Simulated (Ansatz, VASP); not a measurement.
# Two plane-wave programs on Re

```xyz
1
Lattice="2.5729 0.0000 0.0000 0.0000 2.5729 0.0000 0.0000 0.0000 2.5729" Properties=species:S:1:pos:R:3 pbc="T T T"
Re    0.0000    0.0000    0.0000
```

Alike in both runs: task single point; functional LDA; k mesh 14 × 14 × 14; occupations fermi-dirac, width 0.1 eV; no spin polarisation.

|  | VASP | Ansatz |
| --- | --- | --- |
| version | VASP 6.6.1 | Ansatz 0.2.0 |
| potentials or method | VASP PAW LDA potentials, release 64 (Re), cutoff 520 eV | plane waves (420 eV) with PAW, scalar-relativistic |
| valence electrons in the cell | 7 | 15 |

```tsv
	VASP	Ansatz	Ansatz less VASP
pressure (GPa)	-11.1	-11.1	+0.07
```

Ansatz warns that its potentials were made for another functional, while VASP's fit it. LDA's correlation is that of Perdew and Zunger in VASP and of Perdew and Wang (1992) in Ansatz. VASP's potentials hold 7 valence electrons a cell and Ansatz's 15, so a difference there can come from the potentials and not from the codes.

Spin-orbit coupling is off throughout.
